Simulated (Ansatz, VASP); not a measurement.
**One calculation of InP, two programs**

```xyz
4
Lattice="4.2283 0.0000 0.0000 -2.1142 3.6618 0.0000 0.0000 0.0000 5.8314" Properties=species:S:1:pos:R:3 pbc="T T T"
In    0.0000    2.4412    1.4578
In    2.1142    1.2206    4.3735
P     0.0000    0.0000    0.0000
P     0.0000    0.0000    2.9157
```

Change from the starting cell: species swapped into the TePt type (P6_3/mmc, No. 194).

Alike in both runs: functional PBE; k mesh 6 × 6 × 4; occupations gaussian, width 0.1 eV; no spin polarisation.

Ansatz relaxed the structure, and its values are those at the end. VASP's run is a single point on that final structure, the one shown.

```csv
,VASP,Ansatz
version,VASP 6.6.1,Ansatz 0.2.0
potentials or method,"VASP PAW PBE potentials, release 64 (In_d, P), cutoff 520 eV","scalar-relativistic, plane waves, PAW"
valence electrons in the cell,36,36
```

|  | VASP | Ansatz | Ansatz less VASP |
| --- | --- | --- | --- |
| gap on the k mesh at the Fermi level (eV) | none | none | - |
| pressure (GPa) | 0.0 | 0.0 | +0.04 |

A gap of «none» marks a metal or a gap that the smearing closes.
